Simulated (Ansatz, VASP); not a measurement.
# Zr3Si2 in VASP and in Ansatz

```xyz
10
Lattice="6.5003 0.0000 0.0000 0.0000 6.5003 0.0000 0.0000 0.0000 3.3529" Properties=species:S:1:pos:R:3 pbc="T T T"
Zr    1.1342    4.3843    1.6765
Zr    5.3662    2.1160    1.6765
Zr    2.1160    1.1342    1.6765
Zr    4.3843    5.3662    1.6765
Zr    0.0000    0.0000    0.0000
Zr    3.2502    3.2502    0.0000
Si    4.0457    0.7956    0.0000
Si    2.4546    5.7048    0.0000
Si    5.7048    4.0457    0.0000
Si    0.7956    2.4546    0.0000
```

Change from the starting cell: strain -0.080 along x and y, -0.080 along z, atoms carried along.

Alike in both runs: task single point; functional PBEsol; k mesh 6 × 6 × 12; occupations gaussian, width 0.15 eV; no spin polarisation.

```csv
,VASP,Ansatz
version,VASP 6.6.1,Ansatz 0.2.0
potentials or method,"VASP PAW PBE potentials, release 64 (Zr_sv, Si), cutoff 520 eV","scalar-relativistic, plane waves, PAW"
valence electrons in the cell,88,88
```

```tsv
	VASP	Ansatz	Ansatz less VASP
gap on the k mesh at the Fermi level (eV)	none	none	-
pressure (GPa)	58.3	57.9	-0.42
traceless stress, the component that is largest in VASP (GPa)	-4.61	-4.59	+0.018
rms of the force components (eV/Å)	0.143	0.142	-0.0011
```

VASP's potentials were made for PBE, not for PBEsol. Atom by atom the forces differ by 0.002 eV/Å (rms over components). A gap of «none» marks a metal or a gap that the smearing closes. Both programs put the cell under a high pressure, so it lies far from rest at this level. With one functional, cell and mesh, what is left measures potentials, basis and numerics.
